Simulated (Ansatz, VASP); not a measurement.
# Cs2AgBiBr6 in VASP and in Ansatz

Contents of INCAR:

```
PREC = Accurate ; ENCUT = 520
EDIFF = 1E-6 ; ISMEAR = 0
SIGMA = 0.01 ; LREAL = False
LASPH = True ; NELM = 100
ALGO = Normal ; ISIF = 2
LWAVE = False ; LCHARG = False
GGA = CA ; NBANDS = 54
```

The input KPOINTS:

```
Automatic mesh
0
Gamma
  4 4 4
```

POSCAR

```
Cs2AgBiBr6
1.0
    0.0000000000      5.6726964786      5.6726964786
    5.6726964786      0.0000000000      5.6726964786
    5.6726964786      5.6726964786      0.0000000000
Cs Ag Bi Br
2 1 1 6
Direct
    0.2500000000      0.2500000000      0.2500000000
    0.7500000000      0.7500000000      0.7500000000
    0.0000000000      0.0000000000      0.0000000000
    0.5000000000      0.5000000000      0.5000000000
    0.2481704949      0.7518295051      0.7518295051
    0.2481704949      0.7518295051      0.2481704949
    0.7518295051      0.2481704949      0.7518295051
    0.7518295051      0.2481704949      0.2481704949
    0.7518295051      0.7518295051      0.2481704949
    0.2481704949      0.2481704949      0.7518295051
```

Input for Ansatz:

```yaml
crystal:
  lattice:
    - [0.0, 5.6726964786, 5.6726964786]
    - [5.6726964786, 0.0, 5.6726964786]
    - [5.6726964786, 5.6726964786, 0.0]
  atoms:
    - { symbol: Cs, position: [0.25, 0.25, 0.25] }
    - { symbol: Cs, position: [0.75, 0.75, 0.75] }
    - { symbol: Ag, position: [0.0, 0.0, 0.0] }
    - { symbol: Bi, position: [0.5, 0.5, 0.5] }
    - { symbol: Br, position: [0.2481704949, 0.7518295051, 0.7518295051] }
    - { symbol: Br, position: [0.2481704949, 0.7518295051, 0.2481704949] }
    - { symbol: Br, position: [0.7518295051, 0.2481704949, 0.7518295051] }
    - { symbol: Br, position: [0.7518295051, 0.2481704949, 0.2481704949] }
    - { symbol: Br, position: [0.7518295051, 0.7518295051, 0.2481704949] }
    - { symbol: Br, position: [0.2481704949, 0.2481704949, 0.7518295051] }
kpoints:
  mp_grid: { grid: [4, 4, 4] }
  band_path:
    path:
      - [0.0, 0.0, 0.0]
      - [0.5, 0.0, 0.5]
      - [0.625, 0.25, 0.625]
      - [0.375, 0.375, 0.75]
      - [0.5, 0.5, 0.5]
      - [0.5, 0.25, 0.75]
      - [0.0, 0.5, 0.5]
      - [0.0, 0.0, 0.5]
      - [0.5, 0.4, 0.6]
    npoints: 1
hamiltonian:
  xc: lda
scf:
  occupations: { method: fixed }
  n_extra_bands: 6
output:
  forces: true
  stress: true
  eigenvalues: true
  write_density: true
  write_potential: true
  elf: true
  volumetric_format: npy
```

Alike in both runs: task single point; functional LDA; k mesh 4 × 4 × 4; no spin polarisation.

```csv
,VASP,Ansatz
version,VASP 6.6.1,Ansatz 0.2.0
potentials or method,"VASP PAW LDA potentials, release 64 (Cs_sv, Ag, Bi_d, Br)","plane waves, PAW"
plane-wave cutoff (eV),520,420
occupations,"gaussian, width 0.01 eV",fixed
valence electrons in the cell,86,94
```

VASP gave:

| Item | Value |
| --- | --- |
| gap on the k mesh at the Fermi level (eV) | 1.13 |
| pressure (GPa) | -2.2 |
| rms of the force components (eV/Å) | 0.056 |

Task: What did Ansatz give for the same quantities?

Result: gap on the k mesh at the Fermi level (eV): 1.12; pressure (GPa): -2.3; rms of the force components (eV/Å): 0.052.

LDA's correlation is that of Perdew and Zunger in VASP and of Perdew and Wang (1992) in Ansatz. Atom by atom the forces differ by 0.004 eV/Å (rms over components). VASP's potentials hold 86 valence electrons a cell and Ansatz's 94, so a difference there can come from the potentials and not from the codes.

Spin-orbit coupling is off throughout.
